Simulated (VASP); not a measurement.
# MgZn5S6 in VASP: further runs, part 2 of 2

VASP 6.6.1. Earlier steps stand in the parts before.

### Step 4. Single point, PBE

Input file INCAR:

```
SYSTEM = MgZn5S6
PREC = Accurate ; ENCUT = 520
EDIFF = 1E-6 ; ISMEAR = 0
SIGMA = 0.1 ; LREAL = .False.
LASPH = .True. ; NELM = 80
ALGO = Normal ; ISIF = 2
LWAVE = .False. ; LCHARG = .False.
GGA = PE ; NBANDS = 61
```

Input file KPOINTS:

```
regular mesh
0
Gamma
  3 3 4
  0 0 0
```

Input file POSCAR:

```
MgZn5S6
1.0
    6.7202898726     -0.0000000030      0.0000000000
   -3.3601449337      5.8199417520      0.0000000000
    0.0000000000      0.0000000000      6.3439009452
Mg Zn S
1 5 6
Direct
    0.0000000000      0.0000000000      0.5034864684
    0.3368079052      0.3368079052      0.0049451206
    0.0000000000      0.6631920948      0.0049451206
    0.6631920948      0.0000000000      0.0049451206
    0.6666666667      0.3333333333      0.5044945622
    0.3333333333      0.6666666667      0.5044945622
    0.3445021154      0.3445021154      0.3775379478
    0.0000000000      0.6554978846      0.3775379478
    0.6554978846      0.0000000000      0.3775379478
    0.6666666667      0.3333333333      0.8785270659
    0.3333333333      0.6666666667      0.8785270659
    0.0000000000      0.0000000000      0.8930210104
```

Potentials or basis: VASP PAW PBE potentials, release 64 (Mg, Zn, S).

Command:

```bash
$ cat potpaw_PBE.64/Mg/POTCAR potpaw_PBE.64/Zn/POTCAR potpaw_PBE.64/S/POTCAR > POTCAR
$ mpirun -np 1 vasp_std > vasp.out
```

OUTCAR:

```text
SYSTEM = MgZn5S6
   PREC = Accurate
   ENCUT = 520
   EDIFF = 1E-6
   ISMEAR = 0
   LREAL = .False.
   LASPH = .True.
   NELM = 80
   ISIF = 2
   GGA = PE

 ion  position               nearest neighbor table
   1  0.000  0.000  0.503-   9 2.45   8 2.45   7 2.45  12 2.47
   2  0.337  0.337  0.005-   7 2.36  10 2.37  11 2.37  12 2.37
   3  0.000  0.663  0.005-   8 2.36  11 2.37  10 2.37  12 2.37
   4  0.663  0.000  0.005-   9 2.36  10 2.37  11 2.37  12 2.37
   5  0.667  0.333  0.504-   9 2.35   8 2.35   7 2.35  10 2.37
   6  0.333  0.667  0.504-   8 2.35   9 2.35   7 2.35  11 2.37
   7  0.345  0.345  0.378-   5 2.35   6 2.35   2 2.36   1 2.45
   8  0.000  0.655  0.378-   6 2.35   5 2.35   3 2.36   1 2.45
   9  0.655  0.000  0.378-   5 2.35   6 2.35   4 2.36   1 2.45
  10  0.667  0.333  0.879-   4 2.37   3 2.37   2 2.37   5 2.37
  11  0.333  0.667  0.879-   3 2.37   4 2.37   2 2.37   6 2.37
  12  0.000  0.000  0.893-   4 2.37   3 2.37   2 2.37   1 2.47

  LATTYP: Found a hexagonal cell.
 ALAT       =     6.7202898726
 C/A-ratio  =     0.9439921589

  Lattice vectors:

 A1 = (   6.7202898726,  -0.0000000030,   0.0000000000)
[... 829 lines left out ...]

------------------------ aborting loop because EDIFF is reached ----------------------------------------

  FORCE on cell =-STRESS in cart. coord.  units (eV):
  Direction    XX          YY          ZZ          XY          YZ          ZX
  --------------------------------------------------------------------------------------
  -------------------------------------------------------------------------------------
  Total        0.1545860      0.1545860     -0.1179568      0.0000000     -0.0000000      0.0000000
  in kB        0.9982004      0.9982004     -0.7616765      0.0000000     -0.0000000      0.0000000
  external PRESSURE =       0.4115748 kB  Pullay stress =       0.0000000 kB

 VOLUME and BASIS-vectors are now :
 -----------------------------------------------------------------------------
  energy-cutoff  :      520.00
  volume of cell :      248.12
      direct lattice vectors                 reciprocal lattice vectors
     6.720289873 -0.000000003  0.000000000     0.148803105  0.085911513  0.000000000
    -3.360144934  5.819941752  0.000000000     0.000000000  0.171823026  0.000000000
     0.000000000  0.000000000  6.343900945     0.000000000  0.000000000  0.157631717

 POSITION                                       TOTAL-FORCE (eV/Angst)
 -----------------------------------------------------------------------------------
      0.00000      0.00000      3.19407         0.000000      0.000000      0.017911
      1.13172      1.96020      0.03137         0.000340      0.000588      0.019135
     -2.22842      3.85974      0.03137         0.000340     -0.000588      0.019135
      4.45684     -0.00000      0.03137        -0.000679      0.000000      0.019135
      3.36014      1.93998      3.20046         0.000000      0.000000      0.027359
      0.00000      3.87996      3.20046         0.000000      0.000000      0.027359
      1.15758      2.00498      2.39506        -0.015310     -0.026518     -0.009285
     -2.20257      3.81496      2.39506        -0.015310      0.026518     -0.009285
      4.40514     -0.00000      2.39506         0.030621     -0.000000     -0.009285
      3.36014      1.93998      5.57329        -0.000000      0.000000     -0.029913
      0.00000      3.87996      5.57329        -0.000000      0.000000     -0.029913
      0.00000      0.00000      5.66524        -0.000000      0.000000     -0.042354
 -----------------------------------------------------------------------------------
    total drift:                                0.000002      0.000003     -0.002861

  FREE ENERGIE OF THE ION-ELECTRON SYSTEM (eV)
  ---------------------------------------------------
  free  energy   TOTEN  =       -42.6636293868 eV

  energy  without entropy=      -42.6636293868  energy(sigma->0) =      -42.66362939
```

OSZICAR:

```text
N       E                     dE             d eps       ncg     rms          rms(c)
DAV:   1     0.813605603588E+03    0.81361E+03   -0.42985E+04  1220   0.181E+03
DAV:   2     0.845388190625E+02   -0.72907E+03   -0.69640E+03  1220   0.427E+02
DAV:   3    -0.381233065026E+02   -0.12266E+03   -0.12014E+03  1403   0.158E+02
DAV:   4    -0.452211927452E+02   -0.70979E+01   -0.70581E+01  1443   0.383E+01
DAV:   5    -0.453644498205E+02   -0.14326E+00   -0.14298E+00  1406   0.569E+00    0.152E+01
DAV:   6    -0.425522915576E+02    0.28122E+01   -0.52540E+00  1902   0.459E+01    0.119E+01
DAV:   7    -0.427361183031E+02   -0.18383E+00   -0.76968E+00  1377   0.905E+00    0.594E+00
DAV:   8    -0.426556159423E+02    0.80502E-01   -0.65075E-01  1620   0.698E+00    0.251E+00
DAV:   9    -0.426615718664E+02   -0.59559E-02   -0.90814E-02  1630   0.386E+00    0.586E-01
DAV:  10    -0.426624507307E+02   -0.87886E-03   -0.11028E-02  1377   0.125E+00    0.309E-01
DAV:  11    -0.426630098154E+02   -0.55908E-03   -0.14058E-03  1614   0.577E-01    0.196E-01
DAV:  12    -0.426636510535E+02   -0.64124E-03   -0.13285E-03  1280   0.215E-01    0.125E-01
DAV:  13    -0.426636155482E+02    0.35505E-04   -0.23366E-04  1504   0.304E-01    0.243E-02
DAV:  14    -0.426636219438E+02   -0.63956E-05   -0.19988E-05  1388   0.280E-02    0.185E-02
DAV:  15    -0.426636285012E+02   -0.65574E-05   -0.82571E-06  1321   0.187E-02    0.128E-02
DAV:  16    -0.426636293868E+02   -0.88566E-06   -0.36468E-06  1092   0.146E-02
   1 F= -.42663629E+02 E0= -.42663629E+02  d E =-.121205E-12
```

Run time: 2.2 min. Hardware: 1 thread of Intel Xeon Platinum 8488C (Sapphire Rapids), shared host; peak memory 0.39 GiB.

What came out:

```
Free energy            : -42.6636 eV
Pressure               : 0.0 GPa
Largest force          : 0.042 eV/Å
Band gap on the k mesh : 2.25 eV
```

Forces on the atoms (eV/Å):
```
Mg   0.000  0.000  0.018
Zn   0.000  0.001  0.019
Zn   0.000 -0.001  0.019
Zn  -0.001  0.000  0.019
Zn   0.000  0.000  0.027
Zn   0.000  0.000  0.027
S   -0.015 -0.027 -0.009
S   -0.015  0.027 -0.009
S    0.031  0.000 -0.009
S    0.000  0.000 -0.030
S    0.000  0.000 -0.030
S    0.000  0.000 -0.042
```

Stress tensor (GPa, compression positive):
```
 0.10  0.00  0.00
 0.00  0.10  0.00
 0.00  0.00 -0.08
```

Levels at points of the mesh, in eV from the valence-band top:
```
           k point  band 45  band 46  band 47  band 48  band 49  band 50  band 51  band 52  band 53  band 54
(0.00, 0.00, 0.00)    -0.79    -0.79    -0.04     0.00     0.00     2.25     3.36     4.44     4.44     5.83
(0.00, 0.00, 0.50)    -1.11    -0.47    -0.47    -0.34    -0.34     3.45     3.91     4.49     4.53     4.53
```

### Step 5. Single point, PBE

Input file INCAR:

```
SYSTEM = MgZn5S6
ALGO = Normal
EDIFF = 1E-7
ENCUT = 520
GGA = PE
ISIF = 2
ISMEAR = 0
LASPH = .True.
LCHARG = .False.
LREAL = .False.
LWAVE = .False.
NBANDS = 61
NELM = 80
PREC = Accurate
SIGMA = 0.1
```

Input file KPOINTS:

```
k-points
0
Gamma
  2 3 3
  0 0 0
```

Input file POSCAR:

```
MgZn5S6
1.0
   -0.0010994034     -0.0000089632      6.3413040234
    6.7176867595     -0.0000437101     -0.0011466074
   -3.3588937196      5.8179516142      0.0005828167
Mg Zn S
1 5 6
Direct
    0.5040759101      0.9999624459     -0.0000177125
    0.0052579003      0.3369059376      0.3368665194
    0.0052605087      0.0000655935      0.6632132343
    0.0052683355      0.6632363961      1.0000343794
    0.5048418404      0.6666465174      0.3332835625
    0.5048738237      0.3332846038      0.6666170868
    0.3772532993      0.3443101103      0.3443594960
    0.3772389936      0.9999267819      0.6555956825
    0.3772154635      0.6555408038      0.9999670213
    0.8779613096      0.6667071446      0.3333376830
    0.8779716346      0.3333821921      0.6666847246
    0.8927809208      0.0000314732      0.0000583227
```

Potentials or basis: VASP PAW PBE potentials, release 64 (Mg, Zn, S).

Command:

```bash
$ cat potpaw_PBE.64/Mg/POTCAR potpaw_PBE.64/Zn/POTCAR potpaw_PBE.64/S/POTCAR > POTCAR
$ mpirun -np 1 vasp_std > vasp.out
```

OUTCAR:

```text
SYSTEM = MgZn5S6
   EDIFF = 1E-7
   ENCUT = 520
   GGA = PE
   ISIF = 2
   ISMEAR = 0
   LASPH = .True.
   LREAL = .False.
   NELM = 80
   PREC = Accurate

 ion  position               nearest neighbor table
   1  0.504  1.000  1.000-   9 2.45   7 2.45   8 2.45  12 2.46
   2  0.005  0.337  0.337-   7 2.36  11 2.37  10 2.37  12 2.37
   3  0.005  0.000  0.663-   8 2.36  10 2.37  11 2.37  12 2.37
   4  0.005  0.663  0.000-   9 2.36  10 2.37  11 2.37  12 2.37
   5  0.505  0.667  0.333-   9 2.35   8 2.35   7 2.35  10 2.37
   6  0.505  0.333  0.667-   7 2.35   8 2.35   9 2.35  11 2.37
   7  0.377  0.344  0.344-   6 2.35   5 2.35   2 2.36   1 2.45
   8  0.377  1.000  0.656-   6 2.35   5 2.35   3 2.36   1 2.45
   9  0.377  0.656  1.000-   5 2.35   6 2.35   4 2.36   1 2.45
  10  0.878  0.667  0.333-   5 2.37   4 2.37   3 2.37   2 2.37
  11  0.878  0.333  0.667-   6 2.37   2 2.37   4 2.37   3 2.37
  12  0.893  0.000  0.000-   4 2.37   2 2.37   3 2.37   1 2.46

  LATTYP: Found a base centered monoclinic cell.
 ALAT       =    14.3498168171
 B/A-ratio  =     0.8108716416
 C/A-ratio  =     0.4419083672
 COS(beta)  =    -0.8836556685

  Lattice vectors:

 A1 = (  -3.3577943162,   5.8179605774,  -6.3407212067)
 A2 = (  -3.3576936365,  -5.8178989409,  -6.3407402327)
 A3 = (  -0.0010994034,  -0.0000089632,   6.3413040234)

Analysis of symmetry for initial positions (statically):
=====================================================================
 Subroutine PRICEL returns:
 Original cell was already a primitive cell.

 Routine SETGRP: Setting up the symmetry group for a
 base centered monoclinic supercell.

 Subroutine GETGRP returns: Found  1 space group operations
 (whereof  1 operations were pure point group operations)
 out of a pool of  4 trial point group operations.

The static configuration has the point symmetry C_1 .

Analysis of symmetry for dynamics (positions and initial velocities):
=====================================================================
 Subroutine PRICEL returns:
 Original cell was already a primitive cell.

 Routine SETGRP: Setting up the symmetry group for a
 base centered monoclinic supercell.

 Subroutine GETGRP returns: Found  1 space group operations
 (whereof  1 operations were pure point group operations)
 out of a pool of  4 trial point group operations.

The dynamic configuration has the point symmetry C_1 .

 Subroutine INISYM returns: Found  1 space group operations
 (whereof  1 operations are pure point group operations),
 and found     1 'primitive' translations

----------------------------------------------------------------------------------------

                                     Primitive cell

  volume of cell :     247.8374

  direct lattice vectors                    reciprocal lattice vectors
    -0.001099403 -0.000008963  6.341304023     0.000026916 -0.000000258  0.157696276
     6.717686760 -0.000043710 -0.001146607     0.148861330  0.085942511  0.000025930
    -3.358893720  5.817951614  0.000582817     0.000001118  0.171882446  0.000000243

  length of vectors
     6.341304119  6.717686857  6.717940782     0.157696278  0.171888951  0.171882446

  position of ions in fractional coordinates (direct lattice)
     0.504075910  0.999962446  0.999982288
     0.005257900  0.336905938  0.336866519
     0.005260509  0.000065593  0.663213234
     0.005268335  0.663236396  0.000034379
     0.504841840  0.666646517  0.333283563
     0.504873824  0.333284604  0.666617087
     0.377253299  0.344310110  0.344359496
[... 66 lines left out ...]
   NGXF,Y,Z  is equivalent  to a cutoff of  25.17, 24.75, 24.75 a.u.
 SYSTEM =  MgZn5S6
   PREC   = accura    normal or accurate (medium, high low for compatibility)
   ISTART =      0    job   : 0-new  1-cont  2-samecut
   ICHARG =      2    charge: 1-file 2-atom 10-const
   ISPIN  =      1    spin polarized calculation?
   LNONCOLLINEAR =      F non collinear calculations
   LSORBIT =      F    spin-orbit coupling
   LASPH  =      T    aspherical Exc in radial PAW
   ENCUT  =  520.0 eV  38.22 Ry    6.18 a.u.  11.79 12.49 12.49*2*pi/ulx,y,z
   NELM   =     80;   NELMIN=  2; NELMDL= -5     # of ELM steps
   EDIFF  = 0.1E-06   stopping-criterion for ELM
   LREAL  =      F    real-space projection
   EDIFFG = 0.1E-05   stopping-criterion for IOM
   NSW    =      0    number of steps for IOM
   IBRION =     -1    ionic relax: 0-MD 1-quasi-New 2-CG
   NFREE  =      0    steps in history (QN), initial steepest desc. (CG)
   ISIF   =      2    stress and relaxation
   ISYM   =      2    0-nonsym 1-usesym 2-fastsym
   POTIM  = 0.5000    time-step for ionic-motion
   TEBEG  =    0.0;   TEEND  =   0.0 temperature during run
   PSTRESS=    0.0 pullay stress
   NELECT =      98.0000    total number of electrons
   NUPDOWN=      -1.0000    fix difference up-down
   EMIN   =  10.00;   EMAX   =-10.00  energy-range for DOS
   EFERMI =   0.00;   METHOD = LEGACY
   ISMEAR =     0;   SIGMA  =   0.10  broadening in eV -4-tet -1-fermi 0-gaus
   EFERMI_NEDOS =   21; number of points for ismear=-14 and -15
   IALGO  =     38    algorithm
   IMIX   =      4    mixing-type and parameters
     AMIX     =   0.40;   BMIX     =  1.00
     AMIX_MAG =   1.60;   BMIX_MAG =  1.00
  volume/ion in A,a.u.               =      20.65       139.37
  Fermi-wavevector in a.u.,A,eV,Ry     =   1.201604  2.270702 19.644792  1.443851
  Thomas-Fermi vector in A             =   2.337408
   LORBIT       =      0    0 simple, 1 ext, 2 COOP (PROOUT), +10 PAW based schemes
   GGA     = PE    functional components
   LHFCALC =     F    Hartree Fock is set to
   AEXX    =    0.0000 exact exchange contribution
   IVDW    =     0    specifies the selected vdW correction
   LEPSILON=     F    determine dielectric tensor
   LRPA    =     F    only Hartree local field effects (RPA)
 non-spin polarized calculation
 Gauss-broadening in eV      SIGMA  =   0.10
  energy-cutoff  :      520.00
  volume of cell :      247.84
 maximum number of plane-waves:      6695
 NGX is ok and might be reduce to    48
   NGX = 23   NGY = 25   NGZ = 25

 number of electron      97.9999956 magnetization

 Free energy of the ion-electron system (eV)
  ---------------------------------------------------
  ext. energy  EPLUGINS =         0.00000000
  ---------------------------------------------------
  free energy    TOTEN  =       -42.66428626 eV

  energy without entropy =      -42.66428626  energy(sigma->0) =      -42.66428626

 E-fermi :   2.2531     XC(G=0):  -9.2963

 val. band max:        1.7653630868   @ k =   0.0000   0.0000   0.0000
 cond. band min:       4.0144780634   @ k =   0.0000   0.0000   0.0000
 fundamental gap:      2.2491149765
 Fermi energy:         2.2531475420

 k-point     1 :       0.0000    0.0000    0.0000
  band No.  band energies     occupation
      1     -10.9601      2.00000
      2     -10.0960      2.00000
      3      -9.9876      2.00000
      4      -9.8612      2.00000
      5      -9.8533      2.00000
      6      -9.8531      2.00000
[... 629 lines left out ...]
     60       7.5015      0.00000
     61       8.1226      0.00000

------------------------ aborting loop because EDIFF is reached ----------------------------------------

  FORCE on cell =-STRESS in cart. coord.  units (eV):
  Direction    XX          YY          ZZ          XY          YZ          ZX
  --------------------------------------------------------------------------------------
  -------------------------------------------------------------------------------------
  Total        0.1516011      0.1543467      0.1543524      0.0007316      0.0003709      0.0134111
  in kB        0.9800454      0.9977946      0.9978312      0.0047295      0.0023979      0.0866975
  external PRESSURE =       0.9918904 kB  Pullay stress =       0.0000000 kB

 VOLUME and BASIS-vectors are now :
 -----------------------------------------------------------------------------
  energy-cutoff  :      520.00
  volume of cell :      247.84
      direct lattice vectors                 reciprocal lattice vectors
    -0.001099403 -0.000008963  6.341304023     0.000026916 -0.000000258  0.157696276
     6.717686760 -0.000043710 -0.001146607     0.148861330  0.085942511  0.000025930
    -3.358893720  5.817951614  0.000582817     0.000001118  0.171882446  0.000000243

 POSITION                                       TOTAL-FORCE (eV/Angst)
 -----------------------------------------------------------------------------------
      3.35805      5.81780      3.19593         0.000073     -0.000248     -0.007832
      1.13172      1.95986      0.03315         0.001207      0.001448      0.002629
     -2.22723      3.85854      0.03374         0.000952     -0.001852      0.001723
      4.45529      0.00017      0.03265        -0.002297     -0.000395      0.001760
      3.35830      1.93899      3.20079        -0.000862      0.000461     -0.003103
     -0.00075      3.87833      3.20156         0.000052      0.000838     -0.003814
      1.15589      2.00345      2.39208        -0.010788     -0.020892      0.005534
      4.51470      3.81418      2.39142        -0.011417      0.021237      0.006311
      1.04452      5.81773      2.39187         0.024487     -0.000486      0.007548
      3.35812      1.93931      5.56685        -0.000965      0.000996      0.005046
     -0.00073      3.87872      5.56749        -0.001368      0.000433      0.005201
     -0.00097      0.00033      5.66140         0.000926     -0.001540     -0.021003
 -----------------------------------------------------------------------------------
    total drift:                                0.000022      0.000019     -0.001208

  FREE ENERGIE OF THE ION-ELECTRON SYSTEM (eV)
  ---------------------------------------------------
  free  energy   TOTEN  =       -42.6642862584 eV

  energy  without entropy=      -42.6642862584  energy(sigma->0) =      -42.66428626
```

Run time: 2.2 min. Hardware: 1 thread of Intel Xeon Platinum 8488C (Sapphire Rapids), shared host; peak memory 0.39 GiB.

Results:

- Free energy: -42.6643 eV
- Pressure: 0.1 GPa
- Largest force: 0.026 eV/Å
- Band gap on the k mesh: 2.25 eV

Forces on the atoms (eV/Å):
```
Mg   0.000  0.000 -0.008
Zn   0.001  0.001  0.003
Zn   0.001 -0.002  0.002
Zn  -0.002  0.000  0.002
Zn  -0.001  0.000 -0.003
Zn   0.000  0.001 -0.004
S   -0.011 -0.021  0.006
S   -0.011  0.021  0.006
S    0.024  0.000  0.008
S   -0.001  0.001  0.005
S   -0.001  0.000  0.005
S    0.001 -0.002 -0.021
```

Caveat: the k points lie up to 0.50 Å⁻¹ apart.

### Step 6. Summary

| cell | k mesh | gap on the mesh (eV) | pressure (GPa) | largest force (eV/Å) |
| --- | --- | --- | --- | --- |
| a = 6.341, b = 6.719, c = 6.719 Å, angles 120.0, 90.0, 90.0°, 12 atoms, atomic positions A | 2 × 3 × 3 | 2.25 | 0.1 | 0.02 |
| a = 6.570, b = 6.570, c = 6.205 Å, angles 90.0, 90.0, 120.0°, 12 atoms, atomic positions B | 3 × 3 × 4 | 2.58 | 5.5 | 0.98 |
| a = 6.720, b = 6.720, c = 6.344 Å, angles 90.0, 90.0, 120.0°, 12 atoms, atomic positions A | 3 × 3 × 4 | 2.25 | 0.0 | 0.04 |
| a = 6.341, b = 6.718, c = 6.718 Å, angles 120.0, 90.0, 90.0°, 12 atoms, atomic positions A | 2 × 3 × 3 | 2.25 | 0.1 | 0.03 |

Alike in all rows: task single point; level PBE; potentials or basis VASP PAW PBE potentials, release 64 (Mg, Zn, S); no spin polarisation; cutoff (eV) 520; smearing gaussian 0.1 eV.

Caveats: some runs use coarse meshes; the cell stands under pressure (at least some runs).

Total energies depend on the potentials used, so only differences within one code and one set of settings carry meaning.
